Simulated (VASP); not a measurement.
Write the native input for VASP 6.6.1 that does the following.

```
Task                   : single point
Functional             : r2SCAN
Potentials or basis    : VASP PAW PBE potentials, release 64 (N, La, As)
Cutoff                 : 660 eV
k mesh                 : 6 × 6 × 4
Occupations            : fermi-dirac, width 0.02 eV
Spin                   : no spin polarisation
Dipole correction      : no
Further INCAR settings : ALGO = Normal; EDIFF = 1e-06; NBANDS = 24
```

Crystal: La2AsN.

```
N La As
1.0
     4.07538    0.00000    0.00000
     0.00000    4.07538    0.00000
     0.00000    0.00000    5.78044
N La As
1 2 1
Direct
  0.00000 0.00000 0.00000
  0.00000 0.00000 0.50000
  0.50000 0.50000 0.00000
  0.50000 0.50000 0.50000
```

These files were run (other wordings do the same):

POSCAR

```
La2AsN
1.0
    4.0753834707      0.0000000000      0.0000000000
    0.0000000000      4.0753834707      0.0000000000
    0.0000000000      0.0000000000      5.7804409935
N La As
1 2 1
Direct
    0.0000000000      0.0000000000      0.0000000000
    0.0000000000      0.0000000000      0.5000000000
    0.5000000000      0.5000000000      0.0000000000
    0.5000000000      0.5000000000      0.5000000000
```

INCAR.step1

```
SYSTEM = La2AsN
PREC = Accurate ; ENCUT = 660
ISMEAR = -1 ; SIGMA = 0.02
LREAL = .False. ; LASPH = .True.
NELM = 200 ; NBANDS = 24
GGA = PE ; ALGO = Normal
EDIFF = 1E-5 ; LWAVE = .True.
LCHARG = .False. ; GGA_COMPAT = .False.
LMAXMIX = 6
```

INCAR.step2

```
SYSTEM = La2AsN
PREC = Accurate ; ENCUT = 660
EDIFF = 1E-6 ; ISMEAR = -1
SIGMA = 0.02 ; LREAL = .False.
LASPH = .True. ; NELM = 200
ALGO = Normal ; ISIF = 2
LWAVE = .False. ; LCHARG = .False.
METAGGA = R2SCAN ; LMIXTAU = .True.
NBANDS = 24 ; ISTART = 1
GGA_COMPAT = .False. ; LMAXMIX = 6
```

KPOINTS

```
Automatic mesh
0
Gamma
  6 6 4
  0 0 0
```

Potentials or basis: VASP PAW PBE potentials, release 64 (N, La, As).

The run is started by

```console
$ cat potpaw_PBE.64/N/POTCAR potpaw_PBE.64/La/POTCAR potpaw_PBE.64/As/POTCAR > POTCAR
$ cp INCAR.step1 INCAR
$ mpirun -np 1 vasp_std > vasp.out
$ cp INCAR.step2 INCAR
$ mpirun -np 1 vasp_std > vasp.out
```

Results of the run:

| Property | Result |
| --- | --- |
| Pressure | 2.6 GPa |
| Band gap on the k mesh | zero (filled and empty bands touch) |

Caveat: the PAW data sets were made with another functional, which shifts forces and pressure a little; spin-orbit coupling is left out, which moves the levels of the heavy elements.

Run time: 4.3 min on 1 thread of Intel(R) Xeon(R) 6975P-C (Granite Rapids), with other jobs on the host, peak memory 0.34 GiB.
